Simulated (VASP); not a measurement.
# Mg (P6_3/mmc) in VASP: vibrations by perturbation theory with PBEsol

Aim: the vibrations by perturbation theory of Mg with PBEsol.

Everything below comes from runs of VASP 6.6.1. Logs are shortened: lines on timing, memory, paths and dates and some standing lists are left out, and cuts for length are marked.

### 1 The cell of the first run

The structure is hexagonal, space group P6_3/mmc (No. 194). Conventional cell: a = 3.187 Å, b = 3.187 Å, c = 5.131 Å, α = 90.00°, β = 90.00°, γ = 120.00°. Within 4.2 Å of Mg (site symmetry -6m2) lie 12 Mg at 3.16 to 3.19 Å.

### 2 Vibrations by perturbation theory, PBEsol

Contents of INCAR:

```
SYSTEM = Mg
PREC = Accurate
ENCUT = 520
EDIFF = 1E-8
ISMEAR = -1
SIGMA = 0.15
LREAL = .False.
LASPH = .True.
NELM = 80
ALGO = Normal
ISIF = 2
LWAVE = .False.
LCHARG = .False.
GGA = PS
NBANDS = 9
IBRION = 8
NSW = 1
```

Contents of KPOINTS:

```
Automatic mesh
0
Gamma
  15 15 8
  0 0 0
```

Contents of POSCAR:

```
Mg
1.0
    3.1868356397      0.0000000000      0.0000000000
   -1.5934178198      2.7598806217      0.0000000000
    0.0000000000      0.0000000000      5.1305031867
Mg
2
Direct
    0.3333333333      0.6666666667      0.2500000000
    0.6666666667      0.3333333333      0.7500000000
```

Potentials or basis: VASP PAW PBE potentials, release 64 (Mg).

Launch:

```bash
> cat potpaw_PBE.64/Mg/POTCAR > POTCAR
> mpirun -np 1 vasp_std > vasp.out
```

OUTCAR:

```text
SYSTEM = Mg
   PREC = Accurate
   ENCUT = 520
   EDIFF = 1E-8
   ISMEAR = -1
   LREAL = .False.
   LASPH = .True.
   NELM = 80
   ISIF = 2
   GGA = PS
   IBRION = 8
   NSW = 1

 ion  position               nearest neighbor table
   1  0.333  0.667  0.250-   2 3.16   2 3.16   2 3.16   2 3.16   2 3.16   2 3.16
   2  0.667  0.333  0.750-   1 3.16   1 3.16   1 3.16   1 3.16   1 3.16   1 3.16

  LATTYP: Found a hexagonal cell.
 ALAT       =     3.1868356397
 C/A-ratio  =     1.6099051745

  Lattice vectors:

 A1 = (   3.1868356397,   0.0000000000,   0.0000000000)
 A2 = (  -1.5934178198,   2.7598806217,   0.0000000000)
 A3 = (   0.0000000000,   0.0000000000,   5.1305031867)

Analysis of symmetry for initial positions (statically):
=====================================================================
 Subroutine PRICEL returns:
 Original cell was already a primitive cell.

 Routine SETGRP: Setting up the symmetry group for a
 hexagonal supercell.

 Subroutine GETGRP returns: Found 24 space group operations
 (whereof 12 operations were pure point group operations)
 out of a pool of 24 trial point group operations.

The static configuration has the point symmetry D_3d.
 The point group associated with its full space group is D_6h.

Analysis of symmetry for dynamics (positions and initial velocities):
=====================================================================
 Subroutine PRICEL returns:
 Original cell was already a primitive cell.

 Routine SETGRP: Setting up the symmetry group for a
 hexagonal supercell.

 Subroutine GETGRP returns: Found 24 space group operations
 (whereof 12 operations were pure point group operations)
 out of a pool of 24 trial point group operations.

The dynamic configuration has the point symmetry D_3d.
 The point group associated with its full space group is D_6h.

 Subroutine INISYM returns: Found 24 space group operations
 (whereof 12 operations are pure point group operations),
 and found     1 'primitive' translations

----------------------------------------------------------------------------------------

                                     Primitive cell

  volume of cell :      45.1242

  direct lattice vectors                    reciprocal lattice vectors
     3.186835640  0.000000000  0.000000000     0.313790893  0.181167256  0.000000000
    -1.593417820  2.759880622  0.000000000     0.000000000  0.362334513  0.000000000
     0.000000000  0.000000000  5.130503187     0.000000000  0.000000000  0.194912655

  length of vectors
     3.186835640  3.186835640  5.130503187     0.362334513  0.362334513  0.194912655

  position of ions in fractional coordinates (direct lattice)
     0.333333333  0.666666667  0.250000000
     0.666666667  0.333333333  0.750000000

  ion indices of the primitive-cell ions
   primitive index   ion index
                 1           1
                 2           2

----------------------------------------------------------------------------------------

 KPOINTS: Automatic mesh

Automatic generation of k-mesh.
 Grid dimensions read from file:
 generate k-points for:   15   15    8

 Generating k-lattice:

  Cartesian coordinates                     Fractional coordinates (reciprocal lattice)
     0.020919393  0.012077817  0.000000000     0.066666667  0.000000000  0.000000000
     0.000000000  0.024155634  0.000000000     0.000000000  0.066666667  0.000000000
     0.000000000  0.000000000  0.024364082     0.000000000  0.000000000  0.125000000

[... 83 lines left out ...]
   AEXX    =    0.0000 exact exchange contribution
   IVDW    =     0    specifies the selected vdW correction
   LEPSILON=     F    determine dielectric tensor
   LRPA    =     F    only Hartree local field effects (RPA)
 non-spin polarized calculation
  energy-cutoff  :      520.00
  volume of cell :       45.12
 maximum number of plane-waves:      1230
 NGX is ok and might be reduce to    24
   NGX = 11   NGY = 11   NGZ = 19

--------------------------------------- Ionic step        1  -------------------------------------------

 number of electron       4.0000000 magnetization

 Free energy of the ion-electron system (eV)
  ---------------------------------------------------
  ext. energy  EPLUGINS =         0.00000000
  ---------------------------------------------------
  free energy    TOTEN  =        -3.47831741 eV

  energy without entropy =       -3.41837536  energy(sigma->0) =       -3.44834638

 E-fermi :   2.6829     XC(G=0):  -8.5881

 val. band max:        2.6692333940   @ k =   0.3333   0.1333   0.1250
 cond. band min:       2.6894105656   @ k =   0.2667   0.2667   0.2500
 fundamental gap:      0.0201771716
 Fermi energy:         2.6828813468

 k-point     1 :       0.0000    0.0000    0.0000
  band No.  band energies     occupation
      1      -4.3217      2.00000
      2       1.0129      1.99997
      3       1.5239      1.99912
      4      13.6192      0.00000
      5      13.6192      0.00000
      6      13.7513      0.00000
      7      13.7513      0.00000
      8      14.6420      0.00000
      9      16.1883      0.00000
[... 265 lines left out ...]
 k-point    24 :       0.4000    0.2000    0.0000
  band No.  band energies     occupation
      1       1.0415      1.99996
      2       1.0747      1.99996
      3       4.5794      0.00001
      4       5.9081      0.00000
      5       6.2749      0.00000
      6       6.5531      0.00000
      7       7.9596      0.00000
      8       9.8015      0.00000
      9      10.9774      0.00000

 [... further k-points ...]

------------------------ aborting loop because EDIFF is reached ----------------------------------------

  FORCE on cell =-STRESS in cart. coord.  units (eV):
  Direction    XX          YY          ZZ          XY          YZ          ZX
  --------------------------------------------------------------------------------------
  -------------------------------------------------------------------------------------
  Total       -0.0148671     -0.0148671     -0.0134060     -0.0000000      0.0000000     -0.0000000
  in kB       -0.5278708     -0.5278708     -0.4759932     -0.0000000      0.0000000     -0.0000000
  external PRESSURE =      -0.5105783 kB  Pullay stress =       0.0000000 kB

 VOLUME and BASIS-vectors are now :
 -----------------------------------------------------------------------------
  energy-cutoff  :      520.00
  volume of cell :       45.12
      direct lattice vectors                 reciprocal lattice vectors
     3.186835640  0.000000000  0.000000000     0.313790893  0.181167256  0.000000000
    -1.593417820  2.759880622  0.000000000     0.000000000  0.362334513  0.000000000
     0.000000000  0.000000000  5.130503187     0.000000000  0.000000000  0.194912655

 POSITION                                       TOTAL-FORCE (eV/Angst)
 -----------------------------------------------------------------------------------
     -0.00000      1.83992      1.28263         0.000000      0.000000      0.000000
      1.59342      0.91996      3.84788        -0.000000     -0.000000      0.000000
 -----------------------------------------------------------------------------------
    total drift:                                0.000000     -0.000000      0.000000

  FREE ENERGIE OF THE ION-ELECTRON SYSTEM (eV)
  ---------------------------------------------------
  free  energy   TOTEN  =        -3.4783174059 eV

  energy  without entropy=       -3.4183753555  energy(sigma->0) =       -3.44834638

[... ionic steps 2 to 3 ...]

--------------------------------------- Ionic step        4  -------------------------------------------

------------------------ aborting loop because EDIFF is reached ----------------------------------------

[... ionic steps 5 to 5 ...]

--------------------------------------- Ionic step        6  -------------------------------------------

 Free energy of the ion-electron system (eV)
  ---------------------------------------------------
  ---------------------------------------------------
  free energy    TOTEN  =        -0.00395914 eV

  energy without entropy =       -0.00395914

------------------------ aborting loop because EDIFF is reached ----------------------------------------

 INTERNAL STRAIN TENSOR  FOR ION    1  DIRECTION 3   (eV/Angst):
 -----------------------------------------------------------------------------
     0.00281  0.00000  0.00000
     0.00000  0.00281  0.00000
    -0.00000  0.00000 -0.00642

 INTERNAL STRAIN TENSOR FOR ION    2 for displacements in x,y,z  (eV/Angst):
          X           Y           Z          XY          YZ          ZX
  --------------------------------------------------------------------------------
  x     0.00000    -0.00000    -0.00000     0.90515     0.00000     0.00000
  y     0.90515    -0.90515    -0.00000    -0.00000     0.00000     0.00000
  z    -0.00000    -0.00000     0.00000     0.00000     0.00000     0.00000

 SECOND DERIVATIVES (NOT SYMMETRIZED)
 ------------------------------------
               1X          1Y          1Z          2X          2Y          2Z
  1X    -0.746169   -0.000000    0.000000    0.746169    0.000000    0.000000
  1Y    -0.000000   -0.746169    0.000000    0.000000    0.746169    0.000000
  1Z     0.000000    0.000000   -2.910655    0.000000    0.000000    2.910655
  2X     0.746169    0.000000    0.000000   -0.746169   -0.000000    0.000000
  2Y     0.000000    0.746169    0.000000   -0.000000   -0.746169    0.000000
  2Z     0.000000    0.000000    2.910655    0.000000    0.000000   -2.910655

 Eigenvectors and eigenvalues of the dynamical matrix
 ----------------------------------------------------

   1 f  =    7.650913 THz    48.072105 2PiTHz  255.206994 cm-1    31.641620 meV
             X         Y         Z           dx          dy          dz
     -0.000000  1.839920  1.282626     0.000000    0.000000   -0.707107
      1.593418  0.919960  3.847877     0.000000    0.000000    0.707107
[... 21 lines left out ...]
   6 f  =    0.000000 THz     0.000000 2PiTHz    0.000000 cm-1     0.000000 meV
             X         Y         Z           dx          dy          dz
     -0.000000  1.839920  1.282626     0.000000    0.000000    0.707107
      1.593418  0.919960  3.847877     0.000000    0.000000    0.707107

--------------------------------------------------------------------------------------------------------

 ELASTIC MODULI CONTR FROM IONIC RELAXATION (kBar)
 Direction    XX          YY          ZZ          XY          YZ          ZX
 --------------------------------------------------------------------------------
 XX         -38.9859     38.9859      0.0000     -0.0000      0.0000      0.0000
 YY          38.9859    -38.9859     -0.0000     -0.0000     -0.0000     -0.0000
 ZZ           0.0000     -0.0000     -0.0000      0.0000     -0.0000     -0.0000
 XY          -0.0000     -0.0000      0.0000    -38.9859      0.0000      0.0000
 YZ           0.0000     -0.0000     -0.0000      0.0000     -0.0000     -0.0000
 ZX           0.0000     -0.0000     -0.0000      0.0000     -0.0000     -0.0000
 --------------------------------------------------------------------------------
```

It took 3.2 min on 1 thread of Intel Xeon Platinum 8375C at 2.90GHz (Ice Lake), shared host; peak memory 0.55 GiB.

Results:

| Item | Value |
| --- | --- |
| Highest phonon frequency at Γ | 255 cm⁻¹ |

Phonon frequencies in cm⁻¹ (negative: imaginary):
```tsv
q point	frequencies
(0.000, 0.000, 0.000)	0 0 0 129 129 255
```

Caveat: the PAW data sets were made with another functional, which shifts forces and pressure a little.
